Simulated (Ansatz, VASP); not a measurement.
# AlGa2Sb3: VASP beside Ansatz

Contents of INCAR:

```
PREC = Accurate ; ENCUT = 600
EDIFF = 1E-7 ; ISMEAR = 0
SIGMA = 0.1 ; LREAL = False
LASPH = True ; NELM = 100
ALGO = Normal ; ISIF = 3
LWAVE = False ; LCHARG = False
GGA = PE ; IBRION = 2
NSW = 90 ; EDIFFG = -0.04
```

KPOINTS

```
regular mesh
0
Gamma
  6 6 2
```

The input POSCAR:

```
AlGa2Sb3
1.0
    4.3888351900      0.0000000000      0.0000000000
   -2.1944175900      3.8008427600      0.0000000000
    0.0000000000      0.0000000000      8.2023067200
Al Ga Sb
1 2 3
Direct
    0.0000000000      0.0000000000      0.0000000000
    0.6666666700      0.3333333300      0.2480740000
    0.6666666700      0.3333333300      0.7519260000
    0.0000000000      0.0000000000      0.5000000000
    0.3333333300      0.6666666700      0.0000000000
    0.3333333300      0.6666666700      0.5000000000
```

Input for Ansatz:

```yaml
crystal:
  lattice:
    - [4.38883519, 0.0, 0.0]
    - [-2.19441759, 3.80084276, 0.0]
    - [0.0, 0.0, 8.20230672]
  atoms:
    - { symbol: Al, position: [0.0, 0.0, 0.0] }
    - { symbol: Ga, position: [0.66666667, 0.33333333, 0.248074] }
    - { symbol: Ga, position: [0.66666667, 0.33333333, 0.751926] }
    - { symbol: Sb, position: [0.0, 0.0, 0.5] }
    - { symbol: Sb, position: [0.33333333, 0.66666667, 0.0] }
    - { symbol: Sb, position: [0.33333333, 0.66666667, 0.5] }
basis:
  ecutwfc: 420
kpoints:
  mp_grid: { grid: [6, 6, 2] }
hamiltonian:
  xc: pbe
scf:
  occupations: { method: gaussian, width: 0.1 }
  lower_state_search: "off"
output:
  forces: true
  stress: true
  eigenvalues: true
relax:
  adjacent_minimum: "off"
  f_tol: 0.04
  max_steps: 70
  cell: { stress_tol: 0.4 }
```

Change from the starting cell: species swapped into the Ce2CuGe3 type (P-6m2, No. 187).

Alike in both runs: task relaxation of cell and atoms; functional PBE; k mesh 6 × 6 × 2; occupations gaussian, width 0.1 eV; no spin polarisation.

```csv
,VASP,Ansatz
version,VASP 6.6.1,Ansatz 0.2.0
potentials or method,"VASP PAW PBE potentials, release 64 (Al, Ga_d, Sb), cutoff 600 eV","scalar-relativistic, plane waves, PAW"
valence electrons in the cell,44,74
```

Ansatz gave:

| Item | Value |
| --- | --- |
| gap on the k mesh at the Fermi level, each at its own relaxed structure (eV) | none |
| relaxed volume (Å³/atom) | 24.36 |
| relaxed length of the cell vector where the two differ most in proportion (Å) | 5.144 |

Question: What did VASP give for the same quantities?

Answer: gap on the k mesh at the Fermi level, each at its own relaxed structure (eV): none; relaxed volume (Å³/atom): 24.45; relaxed length of the cell vector where the two differ most in proportion (Å): 5.156.

A gap of «none» marks a metal or a gap that the smearing closes. VASP's potentials hold 44 valence electrons a cell and Ansatz's 74, so a difference there can come from the potentials and not from the codes.

The k mesh is coarse, so the values compare programs but aren't converged. Neither program's run includes spin-orbit coupling. Noted on VASP's run: too few bands were computed for a metal, which touches its energy and stress.
